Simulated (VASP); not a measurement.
# FeSi (P2_13) in VASP: notebook

Runs on FeSi. Level: PBE+U. Tasks: single point.

Program: VASP 6.6.1. These are calculated values, not measurements. Logs are shortened: lines on timing, memory, paths and dates and some standing lists are left out, and cuts for length are marked.

## (1) The cell of the first run

Symmetry: P2_13, No. 198, cubic system. Conventional cell: a = 4.438 Å, b = 4.438 Å, c = 4.438 Å, α = 90.00°, β = 90.00°, γ = 90.00°. Fe (site symmetry 3) has 7 Si at 2.27 to 2.49 Å and 6 Fe at 2.72 Å within 3.0 Å. Within 3.0 Å of Si (site symmetry 3) lie 7 Fe at 2.27 to 2.49 Å and 6 Si at 2.75 Å.

## (2) Single point, PBE+U

Input file INCAR:

```
PREC = Accurate
ENCUT = 520
EDIFF = 1E-7
ISMEAR = 0
SIGMA = 0.01
LREAL = False
LASPH = True
NELM = 150
ALGO = Normal
ISIF = 2
LWAVE = False
LCHARG = True
LMAXMIX = 4
LDAU = True
LDAUTYPE = 2
LDAUL = 2 -1
LDAUU = 2 0
LDAUJ = 0 0
LDAUPRINT = 1
GGA = PE
LELF = True
LVHAR = True
NBANDS = 34
```

Input file KPOINTS:

```
Automatic mesh
0
Gamma
  8 8 8
```

Input file POSCAR:

```
FeSi
1.0
    4.4383444070      0.0000000000      0.0000000000
    0.0000000000      4.4383444070      0.0000000000
    0.0000000000      0.0000000000      4.4383444070
Fe Si
4 4
Direct
    0.1363375811      0.1363375811      0.1363375811
    0.3636624189      0.8636624189      0.6363375811
    0.6363375811      0.3636624189      0.8636624189
    0.8636624189      0.6363375811      0.3636624189
    0.8409036064      0.8409036064      0.8409036064
    0.6590963936      0.1590963936      0.3409036064
    0.3409036064      0.6590963936      0.1590963936
    0.1590963936      0.3409036064      0.6590963936
```

Potentials or basis: VASP PAW PBE potentials, release 64 (Fe, Si).

Launch:

```sh
$ cat potpaw_PBE.64/Fe/POTCAR potpaw_PBE.64/Si/POTCAR > POTCAR
$ mpirun -np 1 vasp_std > vasp.out
```

OUTCAR:

```text
PREC = Accurate
   ENCUT = 520
   EDIFF = 1E-7
   ISMEAR = 0
   LREAL = False
   LASPH = True
   NELM = 150
   ISIF = 2
   GGA = PE

 ion  position               nearest neighbor table
   1  0.136  0.136  0.136-   5 2.27   6 2.31   7 2.31   8 2.31   7 2.49   8 2.49   6 2.49   3 2.72
                             4 2.72   2 2.72   2 2.72   4 2.72   3 2.72
   2  0.364  0.864  0.636-   6 2.27   5 2.31   7 2.31   8 2.31   7 2.49   8 2.49   5 2.49   1 2.72
                             1 2.72   3 2.72   3 2.72   4 2.72   4 2.72
   3  0.636  0.364  0.864-   7 2.27   6 2.31   5 2.31   8 2.31   8 2.49   6 2.49   5 2.49   1 2.72
                             4 2.72   2 2.72   2 2.72   4 2.72   1 2.72
   4  0.864  0.636  0.364-   8 2.27   6 2.31   7 2.31   5 2.31   6 2.49   5 2.49   7 2.49   1 2.72
                             3 2.72   2 2.72   1 2.72   2 2.72   3 2.72
   5  0.841  0.841  0.841-   1 2.27   2 2.31   3 2.31   4 2.31   3 2.49   4 2.49   2 2.49   6 2.75
                             7 2.75   8 2.75   6 2.75   8 2.75   7 2.75
   6  0.659  0.159  0.341-   2 2.27   1 2.31   3 2.31   4 2.31   3 2.49   4 2.49   1 2.49   8 2.75
                             5 2.75   5 2.75   7 2.75   7 2.75   8 2.75
   7  0.341  0.659  0.159-   3 2.27   2 2.31   1 2.31   4 2.31   4 2.49   2 2.49   1 2.49   8 2.75
                             5 2.75   8 2.75   6 2.75   6 2.75   5 2.75
   8  0.159  0.341  0.659-   4 2.27   2 2.31   3 2.31   1 2.31   2 2.49   1 2.49   3 2.49   7 2.75
                             5 2.75   7 2.75   5 2.75   6 2.75   6 2.75

  LATTYP: Found a simple cubic cell.
 ALAT       =     4.4383444070

  Lattice vectors:

 A1 = (   4.4383444070,   0.0000000000,   0.0000000000)
 A2 = (   0.0000000000,   4.4383444070,   0.0000000000)
 A3 = (   0.0000000000,   0.0000000000,   4.4383444070)

Analysis of symmetry for initial positions (statically):
=====================================================================
 Subroutine PRICEL returns:
 Original cell was already a primitive cell.

 Routine SETGRP: Setting up the symmetry group for a
 simple cubic supercell.

 Subroutine GETGRP returns: Found 12 space group operations
[... 178 lines left out ...]
spin component  1
[... 116 lines left out ...]
  o =  0.5089  v = -0.2545 -0.4473 -0.2136 -0.7017 -0.4440  0.0000  0.0000  0.0000  0.0000  0.0000      0.0000  0.0000  0.0000  0.0000  0.0000  0.0000  0.0000  0.0000  0.0000  0.0000
  o =  0.5089  v =  0.0000  0.0000  0.0000  0.0000  0.0000 -0.2545 -0.4473 -0.2136 -0.7017 -0.4440      0.0000  0.0000  0.0000  0.0000  0.0000  0.0000  0.0000  0.0000  0.0000  0.0000
  o =  0.5089  v =  0.0000  0.0000  0.0000  0.0000  0.0000  0.6634 -0.5521  0.4440  0.1113 -0.2136      0.0000  0.0000  0.0000  0.0000  0.0000  0.0000  0.0000  0.0000  0.0000  0.0000
  o =  0.5089  v =  0.6634 -0.5521  0.4440  0.1113 -0.2136  0.0000  0.0000  0.0000  0.0000  0.0000      0.0000  0.0000  0.0000  0.0000  0.0000  0.0000  0.0000  0.0000  0.0000  0.0000
  o =  0.7674  v =  0.4023 -0.2011 -0.8673  0.2011  0.0714  0.0000  0.0000  0.0000  0.0000  0.0000      0.0000  0.0000  0.0000  0.0000  0.0000  0.0000  0.0000  0.0000  0.0000  0.0000
  o =  0.7674  v =  0.0000  0.0000  0.0000  0.0000  0.0000  0.4023 -0.2011 -0.8673  0.2011  0.0714      0.0000  0.0000  0.0000  0.0000  0.0000  0.0000  0.0000  0.0000  0.0000  0.0000
  o =  0.7674  v =  0.0000 -0.3484  0.0714 -0.3484  0.8673  0.0000  0.0000  0.0000  0.0000  0.0000      0.0000  0.0000  0.0000  0.0000  0.0000  0.0000  0.0000  0.0000  0.0000  0.0000
  o =  0.7674  v =  0.0000  0.0000  0.0000  0.0000  0.0000  0.0000 -0.3484  0.0714 -0.3484  0.8673      0.0000  0.0000  0.0000  0.0000  0.0000  0.0000  0.0000  0.0000  0.0000  0.0000
  o =  0.7811  v = -0.5774 -0.5774  0.0000  0.5774  0.0000  0.0000  0.0000  0.0000  0.0000  0.0000      0.0000  0.0000  0.0000  0.0000  0.0000  0.0000  0.0000  0.0000  0.0000  0.0000
  o =  0.7811  v =  0.0000  0.0000  0.0000  0.0000  0.0000 -0.5774 -0.5774  0.0000  0.5774  0.0000      0.0000  0.0000  0.0000  0.0000  0.0000  0.0000  0.0000  0.0000  0.0000  0.0000

 number of electron      48.0000017 magnetization

 Free energy of the ion-electron system (eV)
  ---------------------------------------------------
  ext. energy  EPLUGINS =         0.00000000
  ---------------------------------------------------
  free energy    TOTEN  =       -50.37856677 eV

  energy without entropy =      -50.37856677  energy(sigma->0) =      -50.37856677

 E-fermi :   9.6861     XC(G=0): -12.8250

 val. band max:        9.6228680543   @ k =   0.2500   0.0000   0.0000
 cond. band min:      10.0110598690   @ k =   0.3750   0.1250   0.0000
 fundamental gap:      0.3881918147
 Fermi energy:         9.6860904966

 k-point     1 :       0.0000    0.0000    0.0000
  band No.  band energies     occupation
      1      -3.5105      2.00000
      2       1.7920      2.00000
      3       1.7920      2.00000
      4       1.7920      2.00000
      5       4.7061      2.00000
      6       4.7061      2.00000
[... 877 lines left out ...]
     33      13.9722      0.00000
     34      14.7299      0.00000

 [... further k-points ...]

------------------------ aborting loop because EDIFF is reached ----------------------------------------

  FORCE on cell =-STRESS in cart. coord.  units (eV):
  Direction    XX          YY          ZZ          XY          YZ          ZX
  --------------------------------------------------------------------------------------
  -------------------------------------------------------------------------------------
  Total       -0.7690673     -0.7690673     -0.7690673     -0.0000000      0.0000000      0.0000000
  in kB      -14.0932748    -14.0932748    -14.0932748     -0.0000000      0.0000000      0.0000000
  external PRESSURE =     -14.0932748 kB  Pullay stress =       0.0000000 kB

 VOLUME and BASIS-vectors are now :
 -----------------------------------------------------------------------------
  energy-cutoff  :      520.00
  volume of cell :       87.43
      direct lattice vectors                 reciprocal lattice vectors
     4.438344407  0.000000000  0.000000000     0.225309239  0.000000000  0.000000000
     0.000000000  4.438344407  0.000000000     0.000000000  0.225309239  0.000000000
     0.000000000  0.000000000  4.438344407     0.000000000  0.000000000  0.225309239

 POSITION                                       TOTAL-FORCE (eV/Angst)
 -----------------------------------------------------------------------------------
      0.60511      0.60511      0.60511        -0.017237     -0.017237     -0.017237
      1.61406      3.83323      2.82429         0.017237      0.017237     -0.017237
      2.82429      1.61406      3.83323        -0.017237      0.017237      0.017237
      3.83323      2.82429      1.61406         0.017237     -0.017237      0.017237
      3.73222      3.73222      3.73222        -0.025663     -0.025663     -0.025663
      2.92530      0.70612      1.51305         0.025663      0.025663     -0.025663
      1.51305      2.92530      0.70612        -0.025663      0.025663      0.025663
      0.70612      1.51305      2.92530         0.025663     -0.025663      0.025663
 -----------------------------------------------------------------------------------
    total drift:                               -0.000001     -0.000001     -0.000000

  FREE ENERGIE OF THE ION-ELECTRON SYSTEM (eV)
  ---------------------------------------------------
  free  energy   TOTEN  =       -50.3785667674 eV

  energy  without entropy=      -50.3785667674  energy(sigma->0) =      -50.37856677
```

OSZICAR:

```text
N       E                     dE             d eps       ncg     rms          rms(c)
DAV:   1     0.355267654924E+03    0.35527E+03   -0.19736E+04  3060   0.158E+03
DAV:   2    -0.265585949965E+02   -0.38183E+03   -0.36178E+03  3060   0.363E+02
DAV:   3    -0.554110549138E+02   -0.28852E+02   -0.26099E+02  3466   0.119E+02
DAV:   4    -0.568765343276E+02   -0.14655E+01   -0.14425E+01  4440   0.246E+01
DAV:   5    -0.569046233516E+02   -0.28089E-01   -0.28053E-01  4168   0.356E+00    0.320E+01
DAV:   6    -0.610627974807E+02   -0.41582E+01   -0.12863E+02  4582   0.137E+02    0.285E+01
DAV:   7    -0.503554059309E+02    0.10707E+02   -0.49673E+01  4206   0.984E+01    0.902E+00
DAV:   8    -0.503927727857E+02   -0.37367E-01   -0.33708E+00  4182   0.121E+01    0.324E+00
DAV:   9    -0.503525168419E+02    0.40256E-01   -0.28659E-01  4824   0.569E+00    0.146E+00
DAV:  10    -0.503764209901E+02   -0.23904E-01   -0.36925E-02  4468   0.169E+00    0.391E-01
DAV:  11    -0.503782183901E+02   -0.17974E-02   -0.79798E-03  3530   0.884E-01    0.196E-01
DAV:  12    -0.503785436054E+02   -0.32522E-03   -0.58494E-04  4064   0.241E-01    0.676E-02
DAV:  13    -0.503785699815E+02   -0.26376E-04   -0.18991E-04  3648   0.133E-01    0.515E-02
DAV:  14    -0.503785665954E+02    0.33861E-05   -0.15489E-05  3676   0.406E-02    0.844E-03
DAV:  15    -0.503785667374E+02   -0.14204E-06   -0.27547E-06  4982   0.145E-02    0.288E-03
DAV:  16    -0.503785667674E+02   -0.29947E-07   -0.17346E-07  1932   0.452E-03
   1 F= -.50378567E+02 E0= -.50378567E+02  d E =-.289215E-21
```

Wall time 2.6 min (1 thread of Intel Xeon Platinum 8259CL at 2.50GHz (Skylake/Cascade Lake), shared host); peak memory 0.25 GiB.

What came out:

- Free energy: -50.3786 eV
- Pressure: -1.4 GPa
- Largest force: 0.044 eV/Å
- Band gap on the k mesh: 0.39 eV (least direct gap 0.41 eV)

Forces on the atoms (eV/Å):
```
Fe  -0.017 -0.017 -0.017
Fe   0.017  0.017 -0.017
Fe  -0.017  0.017  0.017
Fe   0.017 -0.017  0.017
Si  -0.026 -0.026 -0.026
Si   0.026  0.026 -0.026
Si  -0.026  0.026  0.026
Si   0.026 -0.026  0.026
```

Eigenvalues of the final occupation matrices:
```csv
site,spin,trace,eigenvalues
site 1 d,1,3.33,0.51 0.51 0.77 0.77 0.78
site 1 d,2,3.33,0.51 0.51 0.77 0.77 0.78
site 2 d,1,3.33,0.51 0.51 0.77 0.77 0.78
site 2 d,2,3.33,0.51 0.51 0.77 0.77 0.78
site 3 d,1,3.33,0.51 0.51 0.77 0.77 0.78
site 3 d,2,3.33,0.51 0.51 0.77 0.77 0.78
site 4 d,1,3.33,0.51 0.51 0.77 0.77 0.78
site 4 d,2,3.33,0.51 0.51 0.77 0.77 0.78
```

Caveat: the U is typed as a test and isn't derived for this compound.

## (3) Single point, PBE+U

This run uses another cell than the first one, of 11.78 Å³/atom.

Input file INCAR:

```
SYSTEM = FeSi
PREC = Accurate
ENCUT = 520
EDIFF = 1E-6
ISMEAR = 0
SIGMA = 0.01
LREAL = .FALSE.
LASPH = .TRUE.
NELM = 150
ALGO = Normal
ISIF = 2
LWAVE = .FALSE.
LCHARG = .FALSE.
LMAXMIX = 4
LDAU = .TRUE.
LDAUTYPE = 2
LDAUL = 2 -1
LDAUU = 2 0
LDAUJ = 0 0
LDAUPRINT = 1
GGA = PE
NBANDS = 34
```

Input file KPOINTS:

```
regular mesh
0
G
  8 8 8
  0 0 0
```

Input file POSCAR:

```
FeSi
1.0
    4.5507000000      0.0000000000      0.0000000000
    0.0000000000      4.5507000000      0.0000000000
    0.0000000000      0.0000000000      4.5507000000
Fe Si
4 4
Direct
    0.1327438954      0.1327438954      0.1327438954
    0.3672561046      0.8672561046      0.6327438954
    0.6327438954      0.3672561046      0.8672561046
    0.8672561046      0.6327438954      0.3672561046
    0.8392321189      0.8392321189      0.8392321189
    0.6607678811      0.1607678811      0.3392321189
    0.3392321189      0.6607678811      0.1607678811
    0.1607678811      0.3392321189      0.6607678811
```

Potentials or basis: VASP PAW PBE potentials, release 64 (Fe, Si).

Launch:

```sh
$ cat potpaw_PBE.64/Fe/POTCAR potpaw_PBE.64/Si/POTCAR > POTCAR
$ mpirun -np 1 vasp_std > vasp.out
```

Run time: 2.5 min. Hardware: 1 thread of Intel Xeon Platinum 8259CL at 2.50GHz (Skylake/Cascade Lake), shared host; peak memory 0.26 GiB.

It converged, with:

| Quantity | Value |
| --- | --- |
| Free energy | -50.0141 eV |
| Pressure | -15.0 GPa |
| Largest force | 0.038 eV/Å |
| Band gap on the k mesh | 0.40 eV (least direct gap 0.43 eV) |

Forces on the atoms (eV/Å):
```
Fe  -0.015 -0.015 -0.015
Fe   0.015  0.015 -0.015
Fe  -0.015  0.015  0.015
Fe   0.015 -0.015  0.015
Si  -0.022 -0.022 -0.022
Si   0.022  0.022 -0.022
Si  -0.022  0.022  0.022
Si   0.022 -0.022  0.022
```

Levels at points of the mesh, in eV from the valence-band top:
| k point | band 22 | band 23 | band 24 | band 25 | band 26 | band 27 |
| --- | --- | --- | --- | --- | --- | --- |
| (0.00, 0.00, 0.00) | -0.37 | -0.18 | -0.18 | 0.79 | 0.79 | 0.79 |
| (0.50, 0.00, 0.00) | -0.50 | -0.10 | -0.10 | 0.44 | 0.44 | 1.77 |
| (0.50, 0.50, 0.00) | -0.93 | -0.44 | -0.44 | 0.81 | 0.81 | 1.37 |
| (0.50, 0.50, 0.50) | -0.66 | -0.66 | -0.66 | 0.74 | 0.74 | 0.74 |

Eigenvalues of the final occupation matrices:
```csv
site,spin,trace,eigenvalues
site 1 d,1,3.29,0.50 0.50 0.76 0.76 0.77
site 1 d,2,3.29,0.50 0.50 0.76 0.76 0.77
site 2 d,1,3.29,0.50 0.50 0.76 0.76 0.77
site 2 d,2,3.29,0.50 0.50 0.76 0.76 0.77
site 3 d,1,3.29,0.50 0.50 0.76 0.76 0.77
site 3 d,2,3.29,0.50 0.50 0.76 0.76 0.77
site 4 d,1,3.29,0.50 0.50 0.76 0.76 0.77
site 4 d,2,3.29,0.50 0.50 0.76 0.76 0.77
```

Caveat: the cell stands under tension; the U is typed as a test and isn't derived for this compound. A k mesh can miss the band edges.
